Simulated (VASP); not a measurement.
Set up this calculation in VASP 6.6.1, as the native input.

| Property | Result |
| --- | --- |
| Task | relaxation of cell and atoms |
| Functional | LDA |
| Potentials or basis | VASP PAW PBE potentials, release 64 (Eu) |
| Cutoff | 600 eV |
| k mesh | 13 × 13 × 13 |
| Occupations | fermi-dirac, width 0.1 eV |
| Spin | collinear spin, ferromagnetic start |
| Starting moments | [7.0] μB |
| Dipole correction | no |
| Further INCAR settings | ALGO = Normal; EDIFF = 1e-06; IBRION = 2; EDIFFG = -0.005; NSW = 60; ISIF = 3 |

The structure of Eu lies in POSCAR:

```
Eu
1.0
    0.0000000000      2.5884099501      2.5884099501
    2.5884099501      0.0000000000      2.5884099501
    2.5884099501      2.5884099501      0.0000000000
Eu
1
Direct
    0.0000000000      0.0000000000      0.0000000000
```

This isn't the form of Eu at room conditions, which is bcc.

One way to write it, as run:

INCAR

```
  PREC = Accurate
  ENCUT = 600
  EDIFF = 1E-6
  ISMEAR = -1
  SIGMA = 0.1
  LREAL = F
  LASPH = T
  NELM = 150
  ALGO = Normal
  ISIF = 3
  LWAVE = F
  LCHARG = F
  ISPIN = 2
  MAGMOM = 7
  LORBIT = 11
  LMAXMIX = 6
  GGA = CA
  IBRION = 2
  NSW = 60
  EDIFFG = -0.005
```

KPOINTS

```
regular mesh
0
Gamma
  13 13 13
```

Potentials or basis: VASP PAW PBE potentials, release 64 (Eu).

Launch:

```console
$ cat potpaw_PBE.64/Eu/POTCAR > POTCAR
$ mpirun -np 1 vasp_std > vasp.out
```

It gave:

* Relaxed volume: 34.20 Å³/atom
* Relaxed cell: a = 3.643 Å, b = 3.643 Å, c = 3.643 Å, α = 60.00°, β = 60.00°, γ = 60.00°
* Space group after relaxing (to 0.1 Å): Fm-3m (No. 225)
* Energy gained by relaxing: 0.3 meV/atom
* Ionic steps: 4
* Pressure after relaxing: 0.0 GPa
* Net moment: 7.31 μB per cell
* Site moments: Eu +6.69 μB
* Valence electrons inside the program's atomic spheres: Eu 14.72

Caveat: the PAW data sets were made with another functional, which shifts forces and pressure a little; semilocal functionals describe open f shells poorly, which spoils levels, moments and volumes.

Run time: 4.2 min on 1 thread of Intel(R) Xeon(R) 6975P-C (Granite Rapids) (shared host), peak memory 0.26 GiB.
